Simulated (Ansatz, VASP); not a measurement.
# Two plane-wave programs on WSe2

```
W Se
1.0
     3.27090    0.00000    0.00000
    -1.63545    2.83268    0.00000
     0.00000    0.00000   29.18475
W Se
3 6
Direct
  0.66667 0.33333 0.00000
  0.33333 0.66667 0.77346
  0.33333 0.66667 0.22654
  0.33333 0.66667 0.05737
  0.66667 0.33333 0.83084
  0.66667 0.33333 0.28383
  0.33333 0.66667 0.94263
  0.66667 0.33333 0.71617
  0.66667 0.33333 0.16916
```

Alike in both runs: functional PBEsol; k mesh 12 × 12 × 1; occupations gaussian, width 0.02 eV; no spin polarisation.

Ansatz relaxed the structure, and its values are those at the end. VASP's run is a single point on that final structure, the one shown.

```csv
,VASP,Ansatz
version,VASP 6.6.1,Ansatz 0.2.0
potentials or method,"VASP PAW PBE potentials, release 64 (W_sv, Se), cutoff 520 eV","scalar-relativistic, plane waves, PAW"
valence electrons in the cell,78,138
```

```csv
,VASP,Ansatz,Ansatz less VASP
gap on the k mesh at the Fermi level (eV),1.24,1.25,+0.004
least direct gap on the mesh (eV),1.62,1.63,+0.003
rms of the force components (eV/Å),0.029,0.000,-0.0285
```

VASP's potentials were made for PBE, not for PBEsol. VASP's potentials hold 78 valence electrons a cell and Ansatz's 138, so a difference there can come from the potentials and not from the codes. Ansatz's warnings: xc potential rough in thin density.

Spin-orbit coupling is off throughout.
